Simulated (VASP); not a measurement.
# Zr2O (P4_2/nnm) in VASP: further runs, part 2 of 2

VASP 6.6.1. The steps go on from the part before.

**5. Single point, PBEsol (strain +0.015 along x and y, -0.015 along z)**

Contents of INCAR:

```
SYSTEM = Zr2O
  PREC = Accurate
  ENCUT = 520
  EDIFF = 1E-6
  ISMEAR = 0
  SIGMA = 0.15
  LREAL = .False.
  LASPH = .True.
  NELM = 80
  ALGO = Normal
  ISIF = 2
  LWAVE = .False.
  LCHARG = .False.
  GGA = PS
  NBANDS = 39
```

Contents of KPOINTS:

```
Automatic mesh
0
Gamma
  10 10 10
  0 0 0
```

Contents of POSCAR:

```
Zr2O
1.0
    4.8722925076      0.0000000000      0.0000000000
    0.0000000000      4.8722925076      0.0000000000
    0.0000000000      0.0000000000      4.7282838620
Zr O
4 2
Direct
    0.2500000000      0.2500000000      0.7500000000
    0.7500000000      0.2500000000      0.2500000000
    0.2500000000      0.7500000000      0.2500000000
    0.7500000000      0.7500000000      0.7500000000
    0.0000000000      0.0000000000      0.0000000000
    0.5000000000      0.5000000000      0.5000000000
```

Potentials or basis: VASP PAW PBE potentials, release 64 (Zr_sv, O).

Launch:

```bash
> cat potpaw_PBE.64/Zr_sv/POTCAR potpaw_PBE.64/O/POTCAR > POTCAR
> mpirun -np 1 vasp_std > vasp.out
```

OUTCAR:

```text
SYSTEM = Zr2O
   PREC = Accurate
   ENCUT = 520
   EDIFF = 1E-6
   ISMEAR = 0
   LREAL = .False.
   LASPH = .True.
   NELM = 80
   ISIF = 2
   GGA = PS

 ion  position               nearest neighbor table
   1  0.250  0.250  0.750-   5 2.09   6 2.09   2 3.39   3 3.39   2 3.39   3 3.39   3 3.39   3 3.39
                             2 3.39   2 3.39   4 3.45   4 3.45   4 3.45   4 3.45
   2  0.750  0.250  0.250-   5 2.09   6 2.09   1 3.39   4 3.39   1 3.39   4 3.39   4 3.39   4 3.39
                             1 3.39   1 3.39   3 3.45   3 3.45   3 3.45   3 3.45
   3  0.250  0.750  0.250-   5 2.09   6 2.09   1 3.39   4 3.39   1 3.39   4 3.39   1 3.39   1 3.39
                             4 3.39   4 3.39   2 3.45   2 3.45   2 3.45   2 3.45
   4  0.750  0.750  0.750-   5 2.09   6 2.09   2 3.39   3 3.39   2 3.39   3 3.39   2 3.39   2 3.39
                             3 3.39   3 3.39   1 3.45   1 3.45   1 3.45   1 3.45
   5  0.000  0.000  0.000-   1 2.09   2 2.09   3 2.09   4 2.09
   6  0.500  0.500  0.500-   1 2.09   2 2.09   3 2.09   4 2.09

  LATTYP: Found a simple tetragonal cell.
 ALAT       =     4.8722925076
 C/A-ratio  =     0.9704433497

  Lattice vectors:

 A1 = (   4.8722925076,   0.0000000000,   0.0000000000)
 A2 = (   0.0000000000,   4.8722925076,   0.0000000000)
 A3 = (   0.0000000000,   0.0000000000,   4.7282838620)

Analysis of symmetry for initial positions (statically):
=====================================================================
 Subroutine PRICEL returns:
 Original cell was already a primitive cell.

 Routine SETGRP: Setting up the symmetry group for a
 simple tetragonal supercell.

 Subroutine GETGRP returns: Found 16 space group operations
 (whereof  8 operations were pure point group operations)
 out of a pool of 16 trial point group operations.

The static configuration has the point symmetry D_2d.
 The point group associated with its full space group is D_4h.

Analysis of symmetry for dynamics (positions and initial velocities):
=====================================================================
 Subroutine PRICEL returns:
 Original cell was already a primitive cell.

 Routine SETGRP: Setting up the symmetry group for a
 simple tetragonal supercell.

 Subroutine GETGRP returns: Found 16 space group operations
 (whereof  8 operations were pure point group operations)
 out of a pool of 16 trial point group operations.

The dynamic configuration has the point symmetry D_2d.
 The point group associated with its full space group is D_4h.

 Subroutine INISYM returns: Found 16 space group operations
 (whereof  8 operations are pure point group operations),
 and found     1 'primitive' translations

----------------------------------------------------------------------------------------

                                     Primitive cell

  volume of cell :     112.2458

  direct lattice vectors                    reciprocal lattice vectors
     4.872292508  0.000000000  0.000000000     0.205242193  0.000000000  0.000000000
     0.000000000  4.872292508  0.000000000     0.000000000  0.205242193  0.000000000
     0.000000000  0.000000000  4.728283862     0.000000000  0.000000000  0.211493224

  length of vectors
     4.872292508  4.872292508  4.728283862     0.205242193  0.205242193  0.211493224

  position of ions in fractional coordinates (direct lattice)
     0.250000000  0.250000000  0.750000000
[... 47 lines left out ...]
  0.400000  0.000000  0.000000      4.000000
  0.500000  0.000000  0.000000      2.000000
[... 16 lines left out ...]
  0.100000  0.000000  0.100000      8.000000
  0.200000  0.000000  0.100000      8.000000
 [... further k-points ...]
   k-points           NKPTS =    126   k-points in BZ     NKDIM =    126   number of bands    NBANDS=     39
   number of dos      NEDOS =    301   number of ions     NIONS =      6
   total plane-waves  NPLWV =  46656
   dimension x,y,z NGX =    36 NGY =   36 NGZ =   36
   dimension x,y,z NGXF=    72 NGYF=   72 NGZF=   72
   ions per type =               4   2
   NGX,Y,Z   is equivalent  to a cutoff of  12.28, 12.28, 12.66 a.u.
   NGXF,Y,Z  is equivalent  to a cutoff of  24.57, 24.57, 25.32 a.u.
 SYSTEM =  Zr2O
   PREC   = accura    normal or accurate (medium, high low for compatibility)
   ISTART =      0    job   : 0-new  1-cont  2-samecut
   ICHARG =      2    charge: 1-file 2-atom 10-const
   ISPIN  =      1    spin polarized calculation?
   LNONCOLLINEAR =      F non collinear calculations
   LSORBIT =      F    spin-orbit coupling
   LASPH  =      T    aspherical Exc in radial PAW
   ENCUT  =  520.0 eV  38.22 Ry    6.18 a.u.   9.06  9.06  8.79*2*pi/ulx,y,z
   NELM   =     80;   NELMIN=  2; NELMDL= -5     # of ELM steps
   EDIFF  = 0.1E-05   stopping-criterion for ELM
   LREAL  =      F    real-space projection
   EDIFFG = 0.1E-04   stopping-criterion for IOM
   NSW    =      0    number of steps for IOM
   IBRION =     -1    ionic relax: 0-MD 1-quasi-New 2-CG
   NFREE  =      0    steps in history (QN), initial steepest desc. (CG)
   ISIF   =      2    stress and relaxation
   ISYM   =      2    0-nonsym 1-usesym 2-fastsym
   POTIM  = 0.5000    time-step for ionic-motion
   TEBEG  =    0.0;   TEEND  =   0.0 temperature during run
   PSTRESS=    0.0 pullay stress
   NELECT =      60.0000    total number of electrons
   NUPDOWN=      -1.0000    fix difference up-down
   EMIN   =  10.00;   EMAX   =-10.00  energy-range for DOS
   EFERMI =   0.00;   METHOD = LEGACY
   ISMEAR =     0;   SIGMA  =   0.15  broadening in eV -4-tet -1-fermi 0-gaus
   EFERMI_NEDOS =   21; number of points for ismear=-14 and -15
   IALGO  =     38    algorithm
   IMIX   =      4    mixing-type and parameters
     AMIX     =   0.40;   BMIX     =  1.00
     AMIX_MAG =   1.60;   BMIX_MAG =  1.00
  volume/ion in A,a.u.               =      18.71       126.25
  Fermi-wavevector in a.u.,A,eV,Ry     =   1.328623  2.510734 24.017543  1.765240
  Thomas-Fermi vector in A             =   2.457847
   LORBIT       =      0    0 simple, 1 ext, 2 COOP (PROOUT), +10 PAW based schemes
   GGA     = PS    functional components
   LHFCALC =     F    Hartree Fock is set to
   AEXX    =    0.0000 exact exchange contribution
   IVDW    =     0    specifies the selected vdW correction
   LEPSILON=     F    determine dielectric tensor
   LRPA    =     F    only Hartree local field effects (RPA)
 non-spin polarized calculation
 Gauss-broadening in eV      SIGMA  =   0.15
  energy-cutoff  :      520.00
  volume of cell :      112.25
 maximum number of plane-waves:      3046
   NGX = 19   NGY = 19   NGZ = 17

 number of electron      59.9999992 magnetization

 Free energy of the ion-electron system (eV)
  ---------------------------------------------------
  ext. energy  EPLUGINS =         0.00000000
  ---------------------------------------------------
  free energy    TOTEN  =       -56.58969333 eV

  energy without entropy =      -56.48427551  energy(sigma->0) =      -56.53698442

 E-fermi :   8.1593     XC(G=0): -11.0273

 val. band max:        8.1575502046   @ k =   0.2000   0.2000   0.3000
 cond. band min:       8.1635377892   @ k =   0.5000   0.1000   0.4000
 fundamental gap:      0.0059875846
 Fermi energy:         8.1592852904

 k-point     1 :       0.0000    0.0000    0.0000
  band No.  band energies     occupation
      1     -40.9546      2.00000
      2     -40.8548      2.00000
      3     -40.8548      2.00000
      4     -40.8466      2.00000
      5     -20.2945      2.00000
      6     -19.1841      2.00000
[... 997 lines left out ...]
     38      11.4236      0.00000
     39      11.4285      0.00000

 [... further k-points ...]

------------------------ aborting loop because EDIFF is reached ----------------------------------------

  FORCE on cell =-STRESS in cart. coord.  units (eV):
  Direction    XX          YY          ZZ          XY          YZ          ZX
  --------------------------------------------------------------------------------------
  -------------------------------------------------------------------------------------
  Total       -1.6266494     -1.6266494     -0.6184879      0.0000000     -0.0000000      0.0000000
  in kB      -23.2185069    -23.2185069     -8.8281880      0.0000000     -0.0000000      0.0000000
  external PRESSURE =     -18.4217340 kB  Pullay stress =       0.0000000 kB

 VOLUME and BASIS-vectors are now :
 -----------------------------------------------------------------------------
  energy-cutoff  :      520.00
  volume of cell :      112.25
      direct lattice vectors                 reciprocal lattice vectors
     4.872292508  0.000000000  0.000000000     0.205242193  0.000000000  0.000000000
     0.000000000  4.872292508  0.000000000     0.000000000  0.205242193  0.000000000
     0.000000000  0.000000000  4.728283862     0.000000000  0.000000000  0.211493224

 POSITION                                       TOTAL-FORCE (eV/Angst)
 -----------------------------------------------------------------------------------
      1.21807      1.21807      3.54621         0.000000     -0.000000     -0.000000
      3.65422      1.21807      1.18207         0.000000      0.000000      0.000000
      1.21807      3.65422      1.18207        -0.000000     -0.000000     -0.000000
      3.65422      3.65422      3.54621        -0.000000      0.000000      0.000000
      0.00000      0.00000      0.00000        -0.000000     -0.000000      0.000000
      2.43615      2.43615      2.36414        -0.000000     -0.000000      0.000000
 -----------------------------------------------------------------------------------
    total drift:                                0.000000     -0.000000      0.000000

  FREE ENERGIE OF THE ION-ELECTRON SYSTEM (eV)
  ---------------------------------------------------
  free  energy   TOTEN  =       -56.5896933310 eV

  energy  without entropy=      -56.4842755112  energy(sigma->0) =      -56.53698442
```

Wall time 2.8 min (1 thread of Intel Xeon 6975P-C (Granite Rapids), shared host); peak memory 0.49 GiB.

What came out:

```
Free energy            : -56.5897 eV
Pressure               : -1.8 GPa
Band gap on the k mesh : zero (band 30 reaches 8.66 eV, above the bottom of band 31 at 7.95 eV)
```

Stress tensor (GPa, compression positive):
```
-2.32  0.00  0.00
 0.00 -2.32  0.00
 0.00  0.00 -0.88
```

Caveat: the cell differs from its parent crystal (strain +0.015 along x and y, -0.015 along z); the PAW data sets were made with another functional, which shifts forces and pressure a little.

**6. Single point, PBEsol (strain +0.000 along x and y, +0.015 along z)**

Contents of INCAR:

```
SYSTEM = Zr2O
ALGO = Normal
EDIFF = 1E-6
ENCUT = 520
GGA = PS
ISIF = 2
ISMEAR = 0
LASPH = .TRUE.
LCHARG = .FALSE.
LREAL = .FALSE.
LWAVE = .FALSE.
NBANDS = 39
NELM = 80
PREC = Accurate
SIGMA = 0.15
```

Contents of KPOINTS:

```
k-points
0
G
  10 10 10
  0 0 0
```

Edit POSCAR of step 5 so:

```diff
@@ -2,5 +2,5 @@
 1.0
-    4.8722925076      0.0000000000      0.0000000000
-    0.0000000000      4.8722925076      0.0000000000
-    0.0000000000      0.0000000000      4.7282838620
+    4.8002881848      0.0000000000      0.0000000000
+    0.0000000000      4.8002881848      0.0000000000
+    0.0000000000      0.0000000000      4.8722925076
 Zr O
```

Potentials or basis: VASP PAW PBE potentials, release 64 (Zr_sv, O).

Launch:

```bash
> cat potpaw_PBE.64/Zr_sv/POTCAR potpaw_PBE.64/O/POTCAR > POTCAR
> mpirun -np 1 vasp_std > vasp.out
```

Run time: 2.5 min. Hardware: 1 thread of Intel Xeon 6975P-C (Granite Rapids), shared host; peak memory 0.49 GiB.

Results (log left out):

* Free energy: -56.5970 eV
* Pressure: -1.8 GPa
* Band gap on the k mesh: zero (band 30 reaches 8.71 eV, above the bottom of band 31 at 7.95 eV)

Stress tensor (GPa, compression positive):
```
-1.57  0.00  0.00
 0.00 -1.57  0.00
 0.00  0.00 -2.36
```

Levels at points of the mesh, in eV from the Fermi level:
```csv
k point,band 26,band 27,band 28,band 29,band 30,band 31,band 32,band 33,band 34,band 35
"(0.00, 0.00, 0.00)",-1.97,-1.94,-1.71,-1.65,-1.65,1.78,1.89,2.26,2.44,2.45
"(0.50, 0.00, 0.00)",-2.64,-0.65,-0.65,-0.27,-0.27,-0.16,-0.16,1.18,1.18,1.74
"(0.50, 0.50, 0.00)",-1.79,-1.41,-1.41,0.00,0.00,0.16,0.16,0.83,0.83,1.35
"(0.00, 0.00, 0.50)",-2.70,-0.65,-0.65,-0.31,-0.31,-0.20,-0.20,1.08,1.08,1.72
"(0.50, 0.00, 0.50)",-1.81,-1.41,-1.41,0.03,0.03,0.13,0.13,0.83,0.83,1.31
"(0.50, 0.50, 0.50)",-2.43,-2.43,0.09,0.22,0.55,0.55,0.65,1.42,1.47,1.47
```

Caveat: the cell differs from its parent crystal (strain +0.000 along x and y, +0.015 along z); the PAW data sets were made with another functional, which shifts forces and pressure a little.

**7. The runs side by side**

```csv
cell,gap on the mesh (eV),pressure (GPa)
"a = 4.656, b = 4.656, c = 4.728 Å, 6 atoms",none,12.9
"a = 4.800, b = 4.800, c = 4.728 Å, 6 atoms",none,2.5
"a = 4.728, b = 4.728, c = 4.872 Å, 6 atoms",none,2.5
"a = 4.872, b = 4.872, c = 4.728 Å, 6 atoms",none,-1.8
"a = 4.800, b = 4.800, c = 4.872 Å, 6 atoms",none,-1.8
```

Alike in all rows: task single point; level PBEsol; potentials or basis VASP PAW PBE potentials, release 64 (Zr_sv, O); no spin polarisation; k mesh 10 × 10 × 10; cutoff (eV) 520; smearing gaussian 0.15 eV.

Caveats: the PAW data sets were made with another functional, which shifts forces and pressure a little.

Total energies depend on the potentials used, so only differences within one code and one set of settings carry meaning.
